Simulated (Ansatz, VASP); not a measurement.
## Ag in VASP and in Ansatz

File INCAR:

```
ALGO     = Normal         # electronic algorithm
EDIFF    = 1E-8           # SCF threshold, eV
ENCUT    = 520            # plane-wave cutoff, eV
GGA      = PS             # functional
ISIF     = 2              # what is computed and relaxed
ISMEAR   = -1             # smearing method
LASPH    = True           # aspherical terms in the spheres
LCHARG   = False          # write CHGCAR
LEFG     = True         
LREAL    = False          # projectors in reciprocal space
LWAVE    = False          # write WAVECAR
NBANDS   = 12             # bands
NELM     = 100            # most SCF steps
PREC     = Accurate       # precision mode
SIGMA    = 0.03           # smearing width, eV
```

Contents of KPOINTS:

```
k-points
0
Gamma
  15 15 15
```

POSCAR

```
Ag
1.0
    0.0000000000      2.0362668386      2.0362668386
    2.0362668386      0.0000000000      2.0362668386
    2.0362668386      2.0362668386      0.0000000000
Ag
1
Direct
    0.0000000000      0.0000000000      0.0000000000
```

Input for Ansatz:

```yaml
crystal:
  lattice:
    - [0.0, 2.0362668386, 2.0362668386]
    - [2.0362668386, 0.0, 2.0362668386]
    - [2.0362668386, 2.0362668386, 0.0]
  atoms:
    - { symbol: Ag, position: [0.0, 0.0, 0.0] }
kpoints:
  mp_grid: { grid: [15, 15, 15] }
scf:
  occupations: { method: fermi_dirac, width: 0.03 }
hamiltonian:
  xc: pbesol
  pseudopotentials: { kind: all_electron, datasets: crystal }
output:
  forces: true
  stress: true
  eigenvalues: true
  efg: { contact_densities: true }
```

Change from the starting cell: volume scaled by 0.99, crystal datasets.

Alike in both runs: task electric field gradients; functional PBEsol; k mesh 15 × 15 × 15; occupations fermi-dirac, width 0.03 eV; no spin polarisation.

```csv
,VASP,Ansatz
version,VASP 6.6.1,Ansatz 0.2.0
potentials or method,"VASP PAW PBE potentials, release 64 (Ag), cutoff 520 eV","all-electron PAW with datasets made for the crystal, scalar-relativistic"
```

Ansatz gave:

```
pressure (GPa) : -1.7
```

Q: Which values does VASP return?

A: Pressure (GPa): -1.9.

VASP's potentials were made for PBE, not for PBEsol. Ansatz ran all-electron here, and VASP with PAW potentials.
